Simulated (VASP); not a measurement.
# IrRu2 (Fm-3m) in VASP: further runs

Runs on IrRu2. Level: PBE. Tasks: single point, relaxation of cell and atoms.

Program: VASP 6.6.1. These are calculated values, not measurements. Logs are shortened: lines on timing, memory, paths and dates and some standing lists are left out, and cuts for length are marked.

## Step 1: The cell of the first run

Symmetry: Fm-3m, No. 225, cubic system. The conventional cell has a = 5.409 Å, b = 5.409 Å, c = 5.409 Å, α = 90.00°, β = 90.00°, γ = 90.00°. Ru (site symmetry -43m) has 4 Ir at 2.34 Å and 6 Ru at 2.70 Å within 3.1 Å. Within 3.1 Å of Ir (site symmetry m-3m) lie 8 Ru at 2.34 Å.

## Step 2: Single point, PBE

File INCAR:

```
SYSTEM = IrRu2
PREC = Accurate
ENCUT = 520
EDIFF = 1E-7
ISMEAR = 0
SIGMA = 0.1
LREAL = .FALSE.
LASPH = .TRUE.
NELM = 100
ALGO = Normal
ISIF = 2
LWAVE = .FALSE.
LCHARG = .FALSE.
GGA = PE
NBANDS = 26
```

File KPOINTS:

```
regular mesh
0
G
  6 6 6
  0 0 0
```

File POSCAR:

```
IrRu2
1.0
    0.0000000000      2.7045870200      2.7045870200
    2.7045870200      0.0000000000      2.7045870200
    2.7045870200      2.7045870200      0.0000000000
Ru Ir
2 1
Direct
    0.2500000000      0.2500000000      0.2500000000
    0.7500000000      0.7500000000      0.7500000000
    0.0000000000      0.0000000000      0.0000000000
```

Potentials or basis: VASP PAW PBE potentials, release 64 (Ru_pv, Ir).

Run with:

```
cat potpaw_PBE.64/Ru_pv/POTCAR potpaw_PBE.64/Ir/POTCAR > POTCAR
mpirun -np 1 vasp_std > vasp.out
```

OUTCAR:

```text
SYSTEM = IrRu2
   PREC = Accurate
   ENCUT = 520
   EDIFF = 1E-7
   ISMEAR = 0
   LREAL = .FALSE.
   LASPH = .TRUE.
   NELM = 100
   ISIF = 2
   GGA = PE

 ion  position               nearest neighbor table
   1  0.250  0.250  0.250-   3 2.34   3 2.34   3 2.34   3 2.34   2 2.70   2 2.70   2 2.70   2 2.70
                             2 2.70   2 2.70
   2  0.750  0.750  0.750-   3 2.34   3 2.34   3 2.34   3 2.34   1 2.70   1 2.70   1 2.70   1 2.70
                             1 2.70   1 2.70
   3  0.000  0.000  0.000-   2 2.34   2 2.34   2 2.34   1 2.34   2 2.34   1 2.34   1 2.34   1 2.34

  LATTYP: Found a face centered cubic cell.
 ALAT       =     5.4091740400

  Lattice vectors:

 A1 = (   0.0000000000,   2.7045870200,   2.7045870200)
 A2 = (   2.7045870200,   0.0000000000,   2.7045870200)
 A3 = (   2.7045870200,   2.7045870200,   0.0000000000)

Analysis of symmetry for initial positions (statically):
=====================================================================
 Subroutine PRICEL returns:
 Original cell was already a primitive cell.

 Routine SETGRP: Setting up the symmetry group for a
 face centered cubic supercell.

 Subroutine GETGRP returns: Found 48 space group operations
[... 9 lines left out ...]

 Routine SETGRP: Setting up the symmetry group for a
 face centered cubic supercell.

 Subroutine GETGRP returns: Found 48 space group operations
[... 11 lines left out ...]
                                     Primitive cell

  volume of cell :      39.5670

  direct lattice vectors                    reciprocal lattice vectors
     0.000000000  2.704587020  2.704587020    -0.184871108  0.184871108  0.184871108
     2.704587020  0.000000000  2.704587020     0.184871108 -0.184871108  0.184871108
     2.704587020  2.704587020  0.000000000     0.184871108  0.184871108 -0.184871108

  length of vectors
     3.824863644  3.824863644  3.824863644     0.320206153  0.320206153  0.320206153

  position of ions in fractional coordinates (direct lattice)
     0.250000000  0.250000000  0.250000000
     0.750000000  0.750000000  0.750000000
     0.000000000  0.000000000  0.000000000

  ion indices of the primitive-cell ions
   primitive index   ion index
                 1           1
                 2           2
                 3           3

----------------------------------------------------------------------------------------

 KPOINTS: regular mesh

Automatic generation of k-mesh.
 Grid dimensions read from file:
 generate k-points for:    6    6    6

 Generating k-lattice:

  Cartesian coordinates                     Fractional coordinates (reciprocal lattice)
    -0.030811851  0.030811851  0.030811851     0.166666667  0.000000000  0.000000000
     0.030811851 -0.030811851  0.030811851     0.000000000  0.166666667  0.000000000
     0.030811851  0.030811851 -0.030811851     0.000000000  0.000000000  0.166666667

  Length of vectors
     0.053367692  0.053367692  0.053367692

  Shift w.r.t. Gamma in fractional coordinates (k-lattice)
     0.000000000  0.000000000  0.000000000

 Subroutine IBZKPT returns following result:
 ===========================================

 Found     16 irreducible k-points:

 Following reciprocal coordinates:
            Coordinates               Weight
  0.000000  0.000000  0.000000      1.000000
  0.166667  0.000000  0.000000      8.000000
  0.333333  0.000000  0.000000      8.000000
  0.500000  0.000000  0.000000      4.000000
  0.166667  0.166667  0.000000      6.000000
  0.333333  0.166667  0.000000     24.000000
[... 8 lines left out ...]
 -0.333333  0.333333  0.166667     24.000000
 -0.333333  0.500000  0.166667     12.000000
   k-points           NKPTS =     16   k-points in BZ     NKDIM =     16   number of bands    NBANDS=     26
   number of dos      NEDOS =    301   number of ions     NIONS =      3
   total plane-waves  NPLWV =  21952
   dimension x,y,z NGX =    28 NGY =   28 NGZ =   28
   dimension x,y,z NGXF=    56 NGYF=   56 NGZF=   56
   ions per type =               2   1
   NGX,Y,Z   is equivalent  to a cutoff of  12.17, 12.17, 12.17 a.u.
   NGXF,Y,Z  is equivalent  to a cutoff of  24.34, 24.34, 24.34 a.u.
 SYSTEM =  IrRu2
   PREC   = accura    normal or accurate (medium, high low for compatibility)
   ISTART =      0    job   : 0-new  1-cont  2-samecut
   ICHARG =      2    charge: 1-file 2-atom 10-const
   ISPIN  =      1    spin polarized calculation?
   LNONCOLLINEAR =      F non collinear calculations
   LSORBIT =      F    spin-orbit coupling
   LASPH  =      T    aspherical Exc in radial PAW
   ENCUT  =  520.0 eV  38.22 Ry    6.18 a.u.   7.11  7.11  7.11*2*pi/ulx,y,z
   NELM   =    100;   NELMIN=  2; NELMDL= -5     # of ELM steps
   EDIFF  = 0.1E-06   stopping-criterion for ELM
   LREAL  =      F    real-space projection
   EDIFFG = 0.1E-05   stopping-criterion for IOM
   NSW    =      0    number of steps for IOM
   IBRION =     -1    ionic relax: 0-MD 1-quasi-New 2-CG
   NFREE  =      0    steps in history (QN), initial steepest desc. (CG)
   ISIF   =      2    stress and relaxation
   ISYM   =      2    0-nonsym 1-usesym 2-fastsym
   POTIM  = 0.5000    time-step for ionic-motion
   TEBEG  =    0.0;   TEEND  =   0.0 temperature during run
   PSTRESS=    0.0 pullay stress
   NELECT =      37.0000    total number of electrons
   NUPDOWN=      -1.0000    fix difference up-down
   EMIN   =  10.00;   EMAX   =-10.00  energy-range for DOS
   EFERMI =   0.00;   METHOD = LEGACY
   ISMEAR =     0;   SIGMA  =   0.10  broadening in eV -4-tet -1-fermi 0-gaus
   EFERMI_NEDOS =   21; number of points for ismear=-14 and -15
   IALGO  =     38    algorithm
   IMIX   =      4    mixing-type and parameters
     AMIX     =   0.40;   BMIX     =  1.00
     AMIX_MAG =   1.60;   BMIX_MAG =  1.00
  volume/ion in A,a.u.               =      13.19        89.00
  Fermi-wavevector in a.u.,A,eV,Ry     =   1.600901  3.025264 34.870149  2.562884
  Thomas-Fermi vector in A             =   2.697964
   LORBIT       =      0    0 simple, 1 ext, 2 COOP (PROOUT), +10 PAW based schemes
   GGA     = PE    functional components
   LHFCALC =     F    Hartree Fock is set to
   AEXX    =    0.0000 exact exchange contribution
   IVDW    =     0    specifies the selected vdW correction
   LEPSILON=     F    determine dielectric tensor
   LRPA    =     F    only Hartree local field effects (RPA)
 non-spin polarized calculation
 Gauss-broadening in eV      SIGMA  =   0.10
  energy-cutoff  :      520.00
  volume of cell :       39.57
 maximum number of plane-waves:      1090
   NGX = 15   NGY = 15   NGZ = 15

 number of electron      36.9999985 magnetization

 Free energy of the ion-electron system (eV)
  ---------------------------------------------------
  ext. energy  EPLUGINS =         0.00000000
  ---------------------------------------------------
  free energy    TOTEN  =       -22.19418758 eV

  energy without entropy =      -22.17048550  energy(sigma->0) =      -22.18233654

 E-fermi :  13.0870     XC(G=0): -14.0683

 val. band max:       13.0834854833   @ k =   0.5000   0.3333   0.0000
 cond. band min:      13.1491139844   @ k =  -0.3333   0.1667   0.0000
 fundamental gap:      0.0656285011
 Fermi energy:        13.0870461343

 k-point     1 :       0.0000    0.0000    0.0000
  band No.  band energies     occupation
      1     -30.3616      2.00000
      2     -30.3616      2.00000
      3     -30.3616      2.00000
      4     -29.8749      2.00000
      5     -29.8749      2.00000
      6     -29.8749      2.00000
[... 18 lines left out ...]
     25      23.7568      0.00000
     26      25.4876      0.00000

 k-point     2 :       0.1667    0.0000    0.0000
  band No.  band energies     occupation
      1     -30.3287      2.00000
      2     -30.3287      2.00000
      3     -30.3181      2.00000
      4     -29.9258      2.00000
      5     -29.9070      2.00000
      6     -29.9070      2.00000
[... 18 lines left out ...]
     25      23.7556      0.00000
     26      23.7959      0.00000

 k-point     3 :       0.3333    0.0000    0.0000
  band No.  band energies     occupation
      1     -30.2404      2.00000
      2     -30.2404      2.00000
      3     -30.2235      2.00000
      4     -30.0334      2.00000
      5     -29.9934      2.00000
      6     -29.9934      2.00000
[... 18 lines left out ...]
     25      23.8905      0.00000
     26      24.4886      0.00000

 k-point     4 :       0.5000    0.0000    0.0000
  band No.  band energies     occupation
      1     -30.1482      2.00000
      2     -30.1445      2.00000
      3     -30.1445      2.00000
      4     -30.1148      2.00000
      5     -30.0885      2.00000
      6     -30.0885      2.00000
[... 18 lines left out ...]
     25      24.2174      0.00000
     26      24.2245      0.00000

 k-point     5 :       0.1667    0.1667    0.0000
  band No.  band energies     occupation
      1     -30.3592      2.00000
      2     -30.3592      2.00000
      3     -30.2251      2.00000
      4     -30.0296      2.00000
      5     -29.8709      2.00000
      6     -29.8709      2.00000
[... 18 lines left out ...]
     25      23.0465      0.00000
     26      23.6064      0.00000

 k-point     6 :       0.3333    0.1667    0.0000
  band No.  band energies     occupation
      1     -30.3267      2.00000
      2     -30.3250      2.00000
      3     -30.1735      2.00000
      4     -30.0889      2.00000
      5     -29.9034      2.00000
      6     -29.9010      2.00000
[... 18 lines left out ...]
     25      21.9403      0.00000
     26      23.9991      0.00000

 k-point     7 :       0.5000    0.1667    0.0000
  band No.  band energies     occupation
      1     -30.2905      2.00000
      2     -30.2575      2.00000
      3     -30.2376      2.00000
      4     -29.9898      2.00000
      5     -29.9826      2.00000
      6     -29.9637      2.00000
[... 18 lines left out ...]
     25      21.7542      0.00000
     26      23.9167      0.00000

 k-point     8 :      -0.3333    0.1667    0.0000
  band No.  band energies     occupation
      1     -30.3495      2.00000
      2     -30.1682      2.00000
      3     -30.1305      2.00000
      4     -30.1025      2.00000
      5     -30.0853      2.00000
      6     -29.8865      2.00000
[... 18 lines left out ...]
     25      22.8417      0.00000
     26      24.1970      0.00000

 k-point     9 :      -0.1667    0.1667    0.0000
  band No.  band energies     occupation
      1     -30.3644      2.00000
      2     -30.2395      2.00000
      3     -30.2140      2.00000
      4     -30.0395      2.00000
      5     -29.9976      2.00000
      6     -29.8646      2.00000
[... 18 lines left out ...]
     25      23.5386      0.00000
     26      23.7571      0.00000

 k-point    10 :       0.3333    0.3333    0.0000
  band No.  band energies     occupation
      1     -30.3523      2.00000
      2     -30.3523      2.00000
      3     -30.3305      2.00000
      4     -29.9452      2.00000
      5     -29.8650      2.00000
      6     -29.8650      2.00000
[... 18 lines left out ...]
     25      19.2731      0.00000
     26      23.7473      0.00000

 k-point    11 :       0.5000    0.3333    0.0000
  band No.  band energies     occupation
      1     -30.4252      2.00000
      2     -30.3281      2.00000
      3     -30.3187      2.00000
      4     -29.8977      2.00000
      5     -29.8904      2.00000
      6     -29.8475      2.00000
[... 18 lines left out ...]
     25      18.3714      0.00000
     26      23.7468      0.00000

 k-point    12 :      -0.3333    0.3333    0.0000
  band No.  band energies     occupation
      1     -30.4241      2.00000
      2     -30.2730      2.00000
      3     -30.2339      2.00000
      4     -29.9904      2.00000
      5     -29.9628      2.00000
      6     -29.8294      2.00000
[... 18 lines left out ...]
     25      19.9961      0.00000
     26      23.7471      0.00000

 k-point    13 :       0.5000    0.5000    0.0000
  band No.  band energies     occupation
      1     -30.4772      2.00000
      2     -30.3477      2.00000
      3     -30.3477      2.00000
      4     -29.8633      2.00000
      5     -29.8633      2.00000
      6     -29.8017      2.00000
[... 18 lines left out ...]
     25      17.1833      0.00000
     26      23.7481      0.00000

 k-point    14 :       0.5000    0.3333    0.1667
  band No.  band energies     occupation
      1     -30.3774      2.00000
      2     -30.3045      2.00000
      3     -30.2295      2.00000
      4     -29.9959      2.00000
      5     -29.9550      2.00000
      6     -29.8533      2.00000
[... 18 lines left out ...]
     25      20.2856      0.00000
     26      23.7479      0.00000

 k-point    15 :      -0.3333    0.3333    0.1667
  band No.  band energies     occupation
      1     -30.3964      2.00000
      2     -30.3520      2.00000
      3     -30.1182      2.00000
      4     -30.1055      2.00000
      5     -29.8743      2.00000
      6     -29.8671      2.00000
[... 18 lines left out ...]
     25      19.0627      0.00000
     26      23.7475      0.00000

 k-point    16 :      -0.3333    0.5000    0.1667
  band No.  band energies     occupation
      1     -30.4536      2.00000
      2     -30.3717      2.00000
      3     -30.2292      2.00000
      4     -29.9870      2.00000
      5     -29.8494      2.00000
      6     -29.8156      2.00000
[... 18 lines left out ...]
     25      17.3255      0.00000
     26      23.7479      0.00000

------------------------ aborting loop because EDIFF is reached ----------------------------------------

  FORCE on cell =-STRESS in cart. coord.  units (eV):
  Direction    XX          YY          ZZ          XY          YZ          ZX
  --------------------------------------------------------------------------------------
  -------------------------------------------------------------------------------------
  Total       26.2093430     26.2093430     26.2093430     -0.0000000     -0.0000000      0.0000000
  in kB     1061.2894387   1061.2894387   1061.2894387     -0.0000000     -0.0000000      0.0000000
  external PRESSURE =    1061.2894387 kB  Pullay stress =       0.0000000 kB

 VOLUME and BASIS-vectors are now :
 -----------------------------------------------------------------------------
  energy-cutoff  :      520.00
  volume of cell :       39.57
      direct lattice vectors                 reciprocal lattice vectors
     0.000000000  2.704587020  2.704587020    -0.184871108  0.184871108  0.184871108
     2.704587020  0.000000000  2.704587020     0.184871108 -0.184871108  0.184871108
     2.704587020  2.704587020  0.000000000     0.184871108  0.184871108 -0.184871108

 POSITION                                       TOTAL-FORCE (eV/Angst)
 -----------------------------------------------------------------------------------
      1.35229      1.35229      1.35229         0.000000     -0.000000     -0.000000
      4.05688      4.05688      4.05688         0.000000      0.000000      0.000000
      0.00000      0.00000      0.00000        -0.000000      0.000000     -0.000000
 -----------------------------------------------------------------------------------
    total drift:                                0.000000      0.000000      0.000000

  FREE ENERGIE OF THE ION-ELECTRON SYSTEM (eV)
  ---------------------------------------------------
  free  energy   TOTEN  =       -22.1941875757 eV

  energy  without entropy=      -22.1704854966  energy(sigma->0) =      -22.18233654
```

It took 27 s on 1 thread of Intel Xeon Platinum 8375C at 2.90GHz (Ice Lake), shared host; peak memory 0.16 GiB.

What came out:

```yaml
Free_energy: -22.1942 eV
Pressure: 106.1 GPa
```

Caveat: spin-orbit coupling is left out, which moves the levels of the heavy elements.

[end of part 1 of 2]
